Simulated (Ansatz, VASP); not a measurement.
**Two plane-wave programs on Be**

Contents of POSCAR:

```
Be
1.0
    2.2853000000      0.0000000000      0.0000000000
   -1.1426500000      1.9791278553      0.0000000000
    0.0000000000      0.0000000000      3.5842000000
Be
2
Direct
    0.6666666667      0.3333333333      0.7500000000
    0.3333333333      0.6666666667      0.2500000000
```

File INCAR.step1:

```
  PREC = Accurate
  ENCUT = 520
  EDIFF = 1E-5
  ISMEAR = -1
  SIGMA = 0.05
  LREAL = F
  LASPH = T
  NELM = 60
  ALGO = Normal
  ISIF = 2
  LWAVE = T
  LCHARG = F
  GGA = PE
  NBANDS = 9
```

Contents of INCAR.step2:

```
  PREC = Accurate
  ENCUT = 520
  EDIFF = 1E-6
  ISMEAR = -1
  SIGMA = 0.05
  LREAL = F
  LASPH = T
  NELM = 60
  ALGO = Normal
  ISIF = 2
  LWAVE = F
  LCHARG = F
  GGA = PE
  LHFCALC = T
  AEXX = 0.25
  PRECFOCK = Normal
  ISTART = 1
  NBANDS = 9
```

KPOINTS

```
regular mesh
0
Gamma
  8 8 4
```

The input input.yaml:

```yaml
crystal:
  lattice:
    - [2.2853, 0.0, 0.0]
    - [-1.14265, 1.9791278553, 0.0]
    - [0.0, 0.0, 3.5842]
  atoms:
    - { symbol: Be, position: [0.6666666667, 0.3333333333, 0.75] }
    - { symbol: Be, position: [0.3333333333, 0.6666666667, 0.25] }
hamiltonian:
  xc: pbe0
  pseudopotentials: { kind: paw }
kpoints:
  mp_grid: { grid: [8, 8, 4] }
scf:
  occupations: { method: fermi_dirac, width: 0.05 }
  n_extra_bands: 6
output:
  forces: true
  stress: true
  eigenvalues: true
  dos: { projected: true, de: 0.05 }
  write_density: true
  write_potential: true
  elf: true
  volumetric_format: npy
```

Alike in both runs: functional PBE0; k mesh 8 × 8 × 4; occupations fermi-dirac, width 0.05 eV; no spin polarisation.

|  | VASP | Ansatz |
| --- | --- | --- |
| version | VASP 6.6.1 | Ansatz 0.2.0 |
| potentials or method | VASP PAW PBE potentials, release 64 (Be) | Ansatz PAW |
| plane-wave cutoff (eV) | 520 | 420 |
| valence electrons in the cell | 4 | 4 |
| task | single point | projected density of states |

Ansatz gave:

* gap on the k mesh at the Fermi level (eV): none
* pressure (GPa): -3.5
* traceless stress, the component that is largest in VASP (GPa): 5.70

Problem. Estimate VASP's values.

Solution. gap on the k mesh at the Fermi level (eV): none; pressure (GPa): -3.5; traceless stress, the component that is largest in VASP (GPa): 5.80.

A gap of «none» marks a metal or a gap that the smearing closes. With one functional, cell and mesh, what is left measures potentials, basis and numerics.

The k mesh is coarse, so the values compare programs but aren't converged.
